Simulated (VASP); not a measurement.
# Ir in VASP: further runs

Runs on Ir. Level: LDA. Tasks: single point.

All numbers are computed with VASP 6.6.1; they aren't measurements. Logs are shortened: lines on timing, memory, paths and dates and some standing lists are left out, and cuts for length are marked.

### 1 The cell of the first run

It takes space group Immm (No. 71, orthorhombic). The conventional cell has a = 2.398 Å, b = 2.991 Å, c = 3.811 Å, α = 90.00°, β = 90.00°, γ = 90.00°. Ir (site symmetry mmm) has 12 Ir at 2.40 to 2.99 Å within 3.2 Å.

### 2 Single point, LDA (engineering shear strain xz -0.2200, engineering shear strain yz +0.0000)

The input, INCAR:

```
PREC = Accurate
ENCUT = 520
EDIFF = 1E-7
ISMEAR = 0
SIGMA = 0.15
LREAL = False
LASPH = True
NELM = 100
ALGO = Fast
ISIF = 2
LWAVE = False
LCHARG = True
GGA = CA
LELF = True
LVHAR = True
NBANDS = 10
```

The input, KPOINTS:

```
regular mesh
0
Gamma
  20 20 20
```

The input, POSCAR:

```
Ir
1.0
   -0.2095946661      1.9054060557      1.9054060557
    1.6958113896      0.0000000000      1.6958113896
    1.9054060557      1.9054060557     -0.2095946661
Ir
1
Direct
    0.0000000000      0.0000000000      0.0000000000
```

Potentials or basis: VASP PAW LDA potentials, release 64 (Ir).

Started as:

```sh
$ cat potpaw_LDA.64/Ir/POTCAR > POTCAR
$ mpirun -np 1 vasp_std > vasp.out
```

OUTCAR:

```text
PREC = Accurate
   ENCUT = 520
   EDIFF = 1E-7
   ISMEAR = 0
   LREAL = False
   LASPH = True
   NELM = 100
   ISIF = 2
   GGA = CA

 ion  position               nearest neighbor table
   1  0.000  0.000  0.000-

  LATTYP: Found a body centered orthorhombic cell.
 ALAT       =     2.3982394664
 B/A-ratio  =     1.2471910112
 C/A-ratio  =     1.5890040026

  Lattice vectors:

 A1 = (   1.9054060557,  -1.9054060557,  -0.2095946661)
 A2 = (  -1.9054060557,  -1.9054060557,   0.2095946661)
 A3 = (   0.2095946661,   1.9054060557,  -1.9054060557)

Analysis of symmetry for initial positions (statically):
=====================================================================
 Subroutine PRICEL returns:
 Original cell was already a primitive cell.

 Routine SETGRP: Setting up the symmetry group for a
 body centered orthorhombic supercell.

 Subroutine GETGRP returns: Found  8 space group operations
 (whereof  8 operations were pure point group operations)
 out of a pool of  8 trial point group operations.

The static configuration has the point symmetry D_2h.

Analysis of symmetry for dynamics (positions and initial velocities):
=====================================================================
 Subroutine PRICEL returns:
 Original cell was already a primitive cell.

 Routine SETGRP: Setting up the symmetry group for a
 body centered orthorhombic supercell.

 Subroutine GETGRP returns: Found  8 space group operations
 (whereof  8 operations were pure point group operations)
 out of a pool of  8 trial point group operations.

The dynamic configuration has the point symmetry D_2h.

 Subroutine INISYM returns: Found  8 space group operations
 (whereof  8 operations are pure point group operations),
 and found     1 'primitive' translations

----------------------------------------------------------------------------------------

                                     Primitive cell

  volume of cell :      13.6680

  direct lattice vectors                    reciprocal lattice vectors
    -0.209594666  1.905406056  1.905406056    -0.236406539  0.262411258  0.236406539
     1.695811390  0.000000000  1.695811390     0.294844110 -0.262411258  0.294844110
     1.905406056  1.905406056 -0.209594666     0.236406539  0.262411258 -0.236406539

  length of vectors
     2.702790114  2.398239466  2.702790114     0.425012672  0.492672068  0.425012672

  position of ions in fractional coordinates (direct lattice)
     0.000000000  0.000000000  0.000000000

  ion indices of the primitive-cell ions
   primitive index   ion index
                 1           1

----------------------------------------------------------------------------------------

 KPOINTS: regular mesh

Automatic generation of k-mesh.
 Grid dimensions read from file:
 generate k-points for:   20   20   20

 Generating k-lattice:

  Cartesian coordinates                     Fractional coordinates (reciprocal lattice)
    -0.011820327  0.013120563  0.011820327     0.050000000  0.000000000  0.000000000
     0.014742206 -0.013120563  0.014742206     0.000000000  0.050000000  0.000000000
     0.011820327  0.013120563 -0.011820327     0.000000000  0.000000000  0.050000000

  Length of vectors
     0.021250634  0.024633603  0.021250634

  Shift w.r.t. Gamma in fractional coordinates (k-lattice)
     0.000000000  0.000000000  0.000000000

 Subroutine IBZKPT returns following result:
 ===========================================

 Found   1166 irreducible k-points:

 Following reciprocal coordinates:
            Coordinates               Weight
  0.000000  0.000000  0.000000      1.000000
  0.050000  0.000000 -0.000000      4.000000
  0.100000  0.000000 -0.000000      4.000000
  0.150000  0.000000 -0.000000      4.000000
  0.200000  0.000000 -0.000000      4.000000
  0.250000  0.000000 -0.000000      4.000000
[... 16 lines left out ...]
 -0.450000  0.050000  0.000000      8.000000
 -0.400000  0.050000  0.000000      8.000000
 [... further k-points ...]
   k-points           NKPTS =   1166   k-points in BZ     NKDIM =   1166   number of bands    NBANDS=     10
   number of dos      NEDOS =    301   number of ions     NIONS =      1
   total plane-waves  NPLWV =   7200
   dimension x,y,z NGX =    20 NGY =   18 NGZ =   20
   dimension x,y,z NGXF=    40 NGYF=   36 NGZF=   40
   ions per type =               1
   NGX,Y,Z   is equivalent  to a cutoff of  12.30, 12.48, 12.30 a.u.
   NGXF,Y,Z  is equivalent  to a cutoff of  24.60, 24.96, 24.60 a.u.
 SYSTEM =  unknown system
   PREC   = accura    normal or accurate (medium, high low for compatibility)
   ISTART =      0    job   : 0-new  1-cont  2-samecut
   ICHARG =      2    charge: 1-file 2-atom 10-const
   ISPIN  =      1    spin polarized calculation?
   LNONCOLLINEAR =      F non collinear calculations
   LSORBIT =      F    spin-orbit coupling
   LASPH  =      T    aspherical Exc in radial PAW
   ENCUT  =  520.0 eV  38.22 Ry    6.18 a.u.   5.03  4.46  5.03*2*pi/ulx,y,z
   NELM   =    100;   NELMIN=  2; NELMDL= -5     # of ELM steps
   EDIFF  = 0.1E-06   stopping-criterion for ELM
   LREAL  =      F    real-space projection
   EDIFFG = 0.1E-05   stopping-criterion for IOM
   NSW    =      0    number of steps for IOM
   IBRION =     -1    ionic relax: 0-MD 1-quasi-New 2-CG
   NFREE  =      0    steps in history (QN), initial steepest desc. (CG)
   ISIF   =      2    stress and relaxation
   ISYM   =      2    0-nonsym 1-usesym 2-fastsym
   POTIM  = 0.5000    time-step for ionic-motion
   TEBEG  =    0.0;   TEEND  =   0.0 temperature during run
   PSTRESS=    0.0 pullay stress
   NELECT =       9.0000    total number of electrons
   NUPDOWN=      -1.0000    fix difference up-down
   EMIN   =  10.00;   EMAX   =-10.00  energy-range for DOS
   EFERMI =   0.00;   METHOD = LEGACY
   ISMEAR =     0;   SIGMA  =   0.15  broadening in eV -4-tet -1-fermi 0-gaus
   EFERMI_NEDOS =   21; number of points for ismear=-14 and -15
   IALGO  =     68    algorithm
   IMIX   =      4    mixing-type and parameters
     AMIX     =   0.40;   BMIX     =  1.00
     AMIX_MAG =   1.60;   BMIX_MAG =  1.00
  volume/ion in A,a.u.               =      13.67        92.24
  Fermi-wavevector in a.u.,A,eV,Ry     =   1.424253  2.691448 27.599371  2.028497
  Thomas-Fermi vector in A             =   2.544764
   LORBIT       =      0    0 simple, 1 ext, 2 COOP (PROOUT), +10 PAW based schemes
   GGA     = CA    functional components
   LHFCALC =     F    Hartree Fock is set to
   AEXX    =    0.0000 exact exchange contribution
   IVDW    =     0    specifies the selected vdW correction
   LEPSILON=     F    determine dielectric tensor
   LRPA    =     F    only Hartree local field effects (RPA)
 non-spin polarized calculation
 RMM-DIIS sequential band-by-band and
 Gauss-broadening in eV      SIGMA  =   0.15
  energy-cutoff  :      520.00
  volume of cell :       13.67
 maximum number of plane-waves:       390
   NGX = 11   NGY =  9   NGZ = 11

 number of electron       8.9999999 magnetization

 Free energy of the ion-electron system (eV)
  ---------------------------------------------------
  ext. energy  EPLUGINS =         0.00000000
  ---------------------------------------------------
  free energy    TOTEN  =        -9.69298434 eV

  energy without entropy =       -9.67955413  energy(sigma->0) =       -9.68626923

 E-fermi :  10.7648     XC(G=0): -14.2972

 val. band max:       10.7614058690   @ k =   0.3000   0.5000   0.1000
 cond. band min:      10.7665933355   @ k =  -0.4500   0.0000   0.0500
 fundamental gap:      0.0051874664
 Fermi energy:        10.7648020010

 k-point     1 :       0.0000    0.0000    0.0000
  band No.  band energies     occupation
      1      -0.5304      2.00000
      2       5.2764      2.00000
      3       5.3804      2.00000
      4       8.8949      2.00000
      5      10.2832      1.99999
      6      10.3119      1.99998
      7      24.7564      0.00000
      8      27.8904      0.00000
      9      31.6540      0.00000
     10      35.3332      0.00000

 k-point     2 :       0.0500    0.0000   -0.0000
  band No.  band energies     occupation
      1      -0.4350      2.00000
      2       5.2941      2.00000
      3       5.3670      2.00000
      4       8.9303      2.00000
      5      10.2747      2.00000
      6      10.2851      1.99999
      7      24.8877      0.00000
      8      27.7299      0.00000
      9      31.5768      0.00000
     10      35.4558      0.00000

 k-point     3 :       0.1000    0.0000   -0.0000
  band No.  band energies     occupation
      1      -0.1591      2.00000
      2       5.2777      2.00000
      3       5.4032      2.00000
      4       9.0195      2.00000
      5      10.1786      2.00000
      6      10.3077      1.99998
      7      25.2137      0.00000
      8      27.2241      0.00000
      9      31.6522      0.00000
     10      35.8460      0.00000

 k-point     4 :       0.1500    0.0000   -0.0000
  band No.  band energies     occupation
      1       0.2645      2.00000
      2       5.2211      2.00000
      3       5.5183      2.00000
      4       9.1111      2.00000
      5      10.0637      2.00000
      6      10.4013      1.99939
      7      25.3185      0.00000
      8      26.7072      0.00000
      9      32.1494      0.00000
     10      36.4821      0.00000
[... 222 lines left out ...]
 k-point    22 :       0.5000    0.0500   -0.0000
  band No.  band energies     occupation
      1       2.1713      2.00000
      2       5.3735      2.00000
      3       8.5679      2.00000
      4       8.8615      2.00000
      5      10.4941      1.98930
      6      12.8484      0.00000
      7      17.2363      0.00000
      8      26.0043      0.00000
      9      30.5151      0.00000
     10      34.6111      0.00000

 k-point    23 :      -0.4500    0.0500    0.0000
  band No.  band energies     occupation
      1       2.1695      2.00000
      2       5.3908      2.00000
      3       8.5225      2.00000
      4       8.7404      2.00000
      5      10.5324      1.97154
      6      12.8672      0.00000
      7      17.3363      0.00000
      8      26.0427      0.00000
      9      30.6175      0.00000
     10      34.5956      0.00000

 k-point    24 :      -0.4000    0.0500    0.0000
  band No.  band energies     occupation
      1       2.1490      2.00000
      2       5.4198      2.00000
      3       7.9941      2.00000
      4       8.6929      2.00000
      5      10.4094      1.99919
      6      12.6306      0.00000
      7      18.2353      0.00000
      8      26.3078      0.00000
      9      31.0905      0.00000
     10      35.0199      0.00000

 [... further k-points ...]

------------------------ aborting loop because EDIFF is reached ----------------------------------------

  FORCE on cell =-STRESS in cart. coord.  units (eV):
  Direction    XX          YY          ZZ          XY          YZ          ZX
  --------------------------------------------------------------------------------------
  -------------------------------------------------------------------------------------
  Total        3.7299047      0.1021904      3.7299047      0.0000000      0.0000000      5.3759261
  in kB      437.2227087     11.9788477    437.2227087      0.0000000      0.0000000    630.1707913
  external PRESSURE =     295.4747550 kB  Pullay stress =       0.0000000 kB

 VOLUME and BASIS-vectors are now :
 -----------------------------------------------------------------------------
  energy-cutoff  :      520.00
  volume of cell :       13.67
      direct lattice vectors                 reciprocal lattice vectors
    -0.209594666  1.905406056  1.905406056    -0.236406539  0.262411258  0.236406539
     1.695811390  0.000000000  1.695811390     0.294844110 -0.262411258  0.294844110
     1.905406056  1.905406056 -0.209594666     0.236406539  0.262411258 -0.236406539

 POSITION                                       TOTAL-FORCE (eV/Angst)
 -----------------------------------------------------------------------------------
      0.00000      0.00000      0.00000         0.000000      0.000000     -0.000000
 -----------------------------------------------------------------------------------
    total drift:                               -0.000000      0.000000      0.000000

  FREE ENERGIE OF THE ION-ELECTRON SYSTEM (eV)
  ---------------------------------------------------
  free  energy   TOTEN  =        -9.6929843394 eV

  energy  without entropy=       -9.6795541257  energy(sigma->0) =       -9.68626923
```

Wall time 1.7 min (1 thread of Intel Xeon Platinum 8488C (Sapphire Rapids), shared host); peak memory 0.27 GiB.

Results:

- Free energy: -9.6930 eV
- Pressure: 29.5 GPa
- Band gap on the k mesh: zero (an odd number of electrons rules out a gap without spin polarisation)

Stress tensor (GPa, compression positive):
```
43.72  0.00 63.02
 0.00  1.20  0.00
63.02  0.00 43.72
```

Caveat: the cell differs from its parent crystal (engineering shear strain xz -0.2200, engineering shear strain yz +0.0000); the cell stands under pressure; spin-orbit coupling is left out, which moves the levels of the heavy elements.

### 3 Single point, LDA (engineering shear strain xz -0.1467, engineering shear strain yz +0.0000)

The input, INCAR:

```
SYSTEM = Ir
PREC     = Accurate       ! precision mode
ENCUT    = 520            ! plane-wave cutoff, eV
EDIFF    = 1E-7           ! SCF threshold, eV
ISMEAR   = 0              ! smearing method
SIGMA    = 0.15           ! smearing width, eV
LREAL    = .False.        ! projectors in reciprocal space
LASPH    = .True.         ! aspherical terms in the spheres
NELM     = 100            ! most SCF steps
ALGO     = Fast           ! electronic algorithm
ISIF     = 2              ! what is computed and relaxed
LWAVE    = .False.        ! write WAVECAR
LCHARG   = .True.         ! write CHGCAR
GGA      = CA             ! functional
LELF     = .True.         ! ELF
LVHAR    = .True.       
NBANDS   = 10             ! bands
```

The input, KPOINTS:

```
regular mesh
0
Gamma
  20 20 20
  0 0 0
```

The input, POSCAR:

```
Ir
1.0
   -0.1397615342      1.9054060557      1.9054060557
    1.7656445215      0.0000000000      1.7656445215
    1.9054060557      1.9054060557     -0.1397615342
Ir
1
Direct
    0.0000000000      0.0000000000      0.0000000000
```

Potentials or basis: VASP PAW LDA potentials, release 64 (Ir).

Started as:

```sh
$ cat potpaw_LDA.64/Ir/POTCAR > POTCAR
$ mpirun -np 1 vasp_std > vasp.out
```

Wall time 2.4 min (1 thread of Intel Xeon Platinum 8488C (Sapphire Rapids), shared host); peak memory 0.28 GiB.

It converged, with:

- Free energy: -10.0484 eV
- Pressure: 14.6 GPa
- Band gap on the k mesh: zero (an odd number of electrons rules out a gap without spin polarisation)

Stress tensor (GPa, compression positive):
```
20.68  0.00 43.22
 0.00  2.30  0.00
43.22  0.00 20.68
```

Levels at points of the mesh, in eV from the Fermi level:
| k point | band 2 | band 3 | band 4 | band 5 | band 6 | band 7 |
| --- | --- | --- | --- | --- | --- | --- |
| (0.00, 0.00, 0.00) | -5.07 | -4.69 | -2.68 | -0.88 | -0.80 | 14.16 |
| (0.50, 0.00, 0.00) | -4.99 | -2.79 | -1.37 | 0.06 | 1.47 | 6.70 |
| (0.00, 0.50, 0.00) | -5.21 | -3.27 | 0.17 | 0.63 | 1.69 | 9.14 |
| (0.50, 0.50, 0.00) | -7.61 | 0.47 | 1.43 | 2.01 | 2.10 | 11.46 |
| (0.50, 0.00, 0.50) | -7.65 | 1.20 | 1.70 | 1.73 | 1.80 | 9.30 |

Caveat: the cell differs from its parent crystal (engineering shear strain xz -0.1467, engineering shear strain yz +0.0000); the cell stands under pressure; spin-orbit coupling is left out, which moves the levels of the heavy elements.

### 4 Single point, LDA (engineering shear strain xz -0.2200, engineering shear strain yz -0.0550)

The input, INCAR:

```
PREC = Accurate
ENCUT = 520
EDIFF = 1E-7
ISMEAR = 0
SIGMA = 0.15
LREAL = False
LASPH = True
NELM = 100
ALGO = Fast
ISIF = 2
LWAVE = False
LCHARG = True
GGA = CA
LELF = True
LVHAR = True
NBANDS = 10
```

The input, KPOINTS:

```
regular mesh
0
Gamma
  20 20 20
```

The input, POSCAR:

```
Ir
1.0
   -0.2095946661      1.8530073892      1.8530073892
    1.6958113896     -0.0523986665      1.6958113896
    1.9054060557      1.9054060557     -0.2619933327
Ir
1
Direct
    0.0000000000      0.0000000000      0.0000000000
```

Started as:

```sh
$ cat potpaw_LDA.64/Ir/POTCAR > POTCAR
$ mpirun -np 1 vasp_std > vasp.out
```

Run time: 9.5 min. Hardware: 1 thread of Intel Xeon 8259CL, shared host; peak memory 0.65 GiB.

The run converged. Its results:

```
Free energy            : -9.6596 eV
Pressure               : 31.1 GPa
Band gap on the k mesh : zero (an odd number of electrons rules out a gap without spin polarisation)
```

Stress tensor (GPa, compression positive):
```
43.65  0.44 62.40
 0.44  3.63 13.22
62.40 13.22 46.02
```

Levels at points of the mesh, in eV from the Fermi level:
```
           k point  band 1  band 2  band 3  band 4  band 5  band 6  band 7  band 8  band 9
(0.00, 0.00, 0.00)  -11.30   -5.63   -5.33   -1.87   -0.43   -0.42   13.92   17.16   20.85
(0.50, 0.00, 0.00)   -8.68   -5.58   -1.81   -1.34   -0.60    1.93    7.00   14.72   19.26
(0.00, 0.50, 0.00)   -8.22   -5.77   -2.44    0.14    0.41    1.72   10.06   13.71   17.19
(0.50, 0.50, 0.00)   -8.26   -7.61    0.19    1.14    2.35    2.57   12.05   12.27   12.57
(0.00, 0.00, 0.50)   -8.82   -5.41   -2.11   -1.81   -0.17    1.67    5.98   15.20   20.20
(0.50, 0.00, 0.50)   -8.55   -7.70    1.36    1.87    1.88    2.04    8.24   11.09   16.88
(0.00, 0.50, 0.50)   -8.22   -7.68    0.26    1.28    2.32    2.41   11.24   12.23   13.39
(0.50, 0.50, 0.50)   -8.23   -5.71   -3.14    0.77    1.12    2.26   10.71   13.05   17.05
```

Caveat: the cell differs from its parent crystal (engineering shear strain xz -0.2200, engineering shear strain yz -0.0550); the cell stands under pressure; spin-orbit coupling is left out, which moves the levels of the heavy elements.

(Part 1 of 2 ends here.)
